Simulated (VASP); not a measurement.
# ScIr3C: single point with PBE

The system is ScIr3C.

```
Sc Ir C
1.0
     4.68514    0.00000    0.00000
     0.00000    4.68514    0.00000
     0.00000    0.00000    4.68514
Sc Ir C
1 3 1
Direct
  0.00000 0.00000 0.00000
  0.50000 0.00000 0.00000
  0.00000 0.50000 0.00000
  0.00000 0.00000 0.50000
  0.50000 0.50000 0.50000
```

* Program: VASP 6.6.1
* Task: single point
* Functional: PBE
* Potentials or basis: VASP PAW PBE potentials, release 64 (Sc_sv, Ir, C)
* Cutoff: 520 eV
* k mesh: 5 × 5 × 5
* Occupations: fermi-dirac, width 0.1 eV
* Spin: no spin polarisation
* Dipole correction: no
* Further INCAR settings: ALGO = Normal; EDIFF = 1e-06; NBANDS = 29

```yaml
Pressure: -0.2 GPa
Band_gap_on_the_k_mesh: zero (band 21 reaches 3.44 eV, above the bottom of band 22 at 3.02 eV)
```

Levels at points of the mesh, in eV from the Fermi level:
```tsv
k point	band 18	band 19	band 20	band 21	band 22	band 23	band 24	band 25
(0.00, 0.00, 0.00)	-0.61	-0.61	-0.61	0.19	0.19	0.19	0.42	2.57
```

Run time: 81 s on 1 thread of AMD EPYC 7R13, on a shared host, peak memory 0.18 GiB.

Caveat: spin-orbit coupling is left out, which moves the levels of the heavy elements.
